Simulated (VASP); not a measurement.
Here is a VASP 6.6.1 calculation.

Contents of INCAR:

```
PREC = Accurate ; ENCUT = 600
EDIFF = 1E-6 ; ISMEAR = -1
SIGMA = 0.02 ; LREAL = False
LASPH = True ; NELM = 120
ALGO = Normal ; ISIF = 2
LWAVE = False ; LCHARG = False
GGA = PE ; NBANDS = 44
GGA_COMPAT = False
```

KPOINTS

```
Automatic mesh
0
Gamma
  6 6 2
```

The input POSCAR:

```
BaZnSbF
1.0
    4.5255418669      0.0000000000      0.0000000000
    0.0000000000      4.5255418669      0.0000000000
    0.0000000000      0.0000000000      9.9422641646
Ba Zn Sb F
2 2 2 2
Direct
    0.0000000000      0.5000000000      0.3503227621
    0.5000000000      0.0000000000      0.6496772379
    0.5000000000      0.5000000000      0.0000000000
    0.0000000000      0.0000000000      0.0000000000
    0.5000000000      0.0000000000      0.1662770925
    0.0000000000      0.5000000000      0.8337229075
    0.5000000000      0.5000000000      0.5000000000
    0.0000000000      0.0000000000      0.5000000000
```

Potentials or basis: VASP PAW PBE potentials, release 64 (Ba_sv, Zn, Sb, F).

The run is started by

```console
$ cat potpaw_PBE.64/Ba_sv/POTCAR potpaw_PBE.64/Zn/POTCAR potpaw_PBE.64/Sb/POTCAR potpaw_PBE.64/F/POTCAR > POTCAR
$ mpirun -np 1 vasp_std > vasp.out
```

(1) Estimate the band gap on the k mesh.

(2) Estimate the largest force.

(3) Estimate the pressure.

## Answers

(1) zero (bands 34 and 35 overlap by 0.01 eV).

(2) 0.137 eV/Å.

(3) -0.9 GPa.

Caveat: semilocal functionals underestimate gaps, and a narrow one can read as zero; spin-orbit coupling is left out, which moves the levels of the heavy elements.
